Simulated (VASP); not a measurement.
The system is CaSe.

```
Ca Se
1.0
     5.00560    0.00000    0.00000
    -2.50280    4.33497    0.00000
     0.00000    0.00000    5.87573
Ca Se
2 2
Direct
  0.33333 0.66667 0.93750
  0.66667 0.33333 0.43750
  0.33333 0.66667 0.43750
  0.66667 0.33333 0.93750
```

Base run:

- Program: VASP 6.6.1
- Functional: r2SCAN
- Potentials or basis: VASP PAW PBE potentials, release 64 (Ca_sv, Se)
- Cutoff: 520 eV
- k mesh: 6 × 6 × 4
- Occupations: gaussian, width 0.01 eV
- Spin: no spin polarisation

Its results: band gap on the k mesh 2.89 eV, indirect (least direct gap 3.04 eV); pressure 0.2 GPa.

Problem. The run is repeated on the same cell with these changes: functional from r2SCAN to PBE. What comes out?

Solution. Band gap on the k mesh 2.44 eV, indirect (least direct gap 2.57 eV); pressure 0.6 GPa.

r2SCAN gives the wider gap, since meta-GGAs in the generalised Kohn-Sham scheme recover part of the derivative discontinuity.

Caveats: the PAW data sets were made with another functional, which shifts forces and pressure a little (some runs).

A k mesh can miss the band edges.
